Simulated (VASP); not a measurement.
# HfO2: single point with PBE+D3(BJ)

The system is HfO2.

```
Hf O
1.0
     3.58410    0.00000    0.00000
    -1.79205    3.10392    0.00000
     0.00000    0.00000    2.68263
Hf O
1 2
Direct
  0.00000 0.00000 0.00000
  0.33333 0.66667 0.50000
  0.66667 0.33333 0.50000
```

```yaml
Program: VASP 6.6.1
Task: single point
Functional: PBE
Dispersion: D3(BJ)
Potentials_or_basis: VASP PAW PBE potentials, release 64 (Hf_pv, O)
Cutoff: 600 eV
k_mesh: 7 × 7 × 5
Occupations: gaussian, width 0.02 eV
Spin: no spin polarisation
Dipole_correction: no
Further_INCAR_settings: ALGO = Normal; EDIFF = 1e-06; NBANDS = 18
```

```
Pressure                   : -3.8 GPa
Band gap on the k mesh     : zero (band 11 reaches 7.48 eV, above the bottom of band 12 at 5.75 eV)
Dispersion energy per atom : -0.261 eV
```

Levels at points of the mesh, in eV from the Fermi level:
```
           k point  band 7  band 8  band 9  band 10  band 11  band 12  band 13  band 14  band 15  band 16
(0.00, 0.00, 0.00)   -6.81   -3.05   -2.66    -1.43    -1.43    -0.64     3.26     4.95     4.95     5.27
```

Wall time 9 s on 1 thread of Intel(R) Xeon(R) 6975P-C (Granite Rapids) (shared host), peak memory 0.17 GiB.

Caveat: the k points lie up to 0.47 Å⁻¹ apart; three body term missing; spin-orbit coupling is left out, which moves the levels of the heavy elements; pairwise dispersion overbinds metals, which lowers pressure and volume.
